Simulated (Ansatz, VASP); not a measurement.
Two plane-wave programs on AlN

```
CELL_PARAMETERS angstrom
5.05710 0.00000 0.00000
0.00000 5.05710 0.00000
0.00000 0.00000 3.03516
ATOMIC_POSITIONS crystal
Al 0.68050 0.68050 0.00000
Al 0.18050 0.81950 0.50000
Al 0.81950 0.18050 0.50000
Al 0.31950 0.31950 0.00000
N 0.81950 0.81950 0.50000
N 0.18050 0.18050 0.50000
N 0.68050 0.31950 0.00000
N 0.31950 0.68050 0.00000
```

Alike in both runs: task relaxation of cell and atoms; functional PBE; k mesh 4 × 4 × 6; occupations gaussian, width 0.1 eV; no spin polarisation.

|  | VASP | Ansatz |
| --- | --- | --- |
| version | VASP 6.6.1 | Ansatz 0.2.0 |
| potentials or method | VASP PAW PBE potentials, release 64 (Al, N), cutoff 600 eV | scalar-relativistic, plane waves, PAW |
| valence electrons in the cell | 32 | 32 |

Ansatz gave:

- gap on the k mesh at the Fermi level, each at its own relaxed structure (eV): 3.74
- relaxed volume (Å³/atom): 11.08
- relaxed length of the cell vector where the two differ most in proportion (Å): 5.329

Q: Which values does VASP return?

A: gap on the k mesh at the Fermi level, each at its own relaxed structure (eV): 3.76; relaxed volume (Å³/atom): 11.06; relaxed length of the cell vector where the two differ most in proportion (Å): 5.324.
